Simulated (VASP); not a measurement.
Write the native input for VASP 6.6.1 that does the following.

```
Task                   : single point
Functional             : PBE
Potentials or basis    : VASP PAW PBE potentials, release 64 (Nb_sv, Au)
Cutoff                 : 520 eV
k mesh                 : 2 × 2 × 1
Occupations            : fermi-dirac, width 0.1 eV
Spin                   : no spin polarisation
Dipole correction      : no
Further INCAR settings : LREAL = Auto; ALGO = Normal; EDIFF = 1e-06; NBANDS = 124
```

The structure of Nb16Au lies in POSCAR:

```
Nb16Au
1.0
    6.6000000000      0.0000000000      0.0000000000
    3.3000000000      4.6669050000      0.0000000000
    0.0000000000      0.0000000000     18.0003570000
Nb Au
16 1
Direct
   -0.2500000000      0.5000000000      0.0555545000
    0.2500000000      0.5000000000      0.0555545000
   -0.2500000000      1.0000000000      0.0555545000
    0.2500000000      1.0000000000      0.0555545000
    0.0001130145     -0.0001668795      0.1810045763
    0.5000591269     -0.0001441029      0.1810083949
    0.0004009745      0.4992047865      0.1831268748
    0.4996429490      0.5007471854      0.1828712072
   -0.2493359154      0.4995184443      0.3143923132
    0.2498514093      0.4995274321      0.3143808526
   -0.2500946479      1.0002096509      0.3101067242
    0.2501834431      0.9996439257      0.3153196396
   -0.0325006071     -0.0020870530      0.4440609555
    0.5342729151     -0.0012743276      0.4440781426
    0.0174087856      0.4648207836      0.4378810906
    0.4848242390      0.5307439061      0.4378423805
    0.2532132475      0.9936459466      0.5542692732
```

These files were run (other wordings do the same):

INCAR

```
PREC     = Accurate       # precision mode
ENCUT    = 520            # plane-wave cutoff, eV
EDIFF    = 1E-6           # SCF threshold, eV
ISMEAR   = -1             # smearing method
SIGMA    = 0.1            # smearing width, eV
LREAL    = Auto         
LASPH    = T              # aspherical terms in the spheres
NELM     = 100            # most SCF steps
ALGO     = Normal         # electronic algorithm
ISIF     = 2              # what is computed and relaxed
LWAVE    = F              # write WAVECAR
LCHARG   = F              # write CHGCAR
GGA      = PE             # functional
NBANDS   = 124            # bands
```

KPOINTS

```
regular mesh
0
Gamma
  2 2 1
```

Potentials or basis: VASP PAW PBE potentials, release 64 (Nb_sv, Au).

The run is started by

```console
$ cat potpaw_PBE.64/Nb_sv/POTCAR potpaw_PBE.64/Au/POTCAR > POTCAR
$ mpirun -np 1 vasp_std > vasp.out
```

Results of the run:

* Largest force: 0.152 eV/Å

Caveat: the k points lie up to 0.67 Å⁻¹ apart.

It took 26 min on 1 thread of Oxide Virtual Turin-like Processor, with other jobs on the host, peak memory 0.72 GiB.
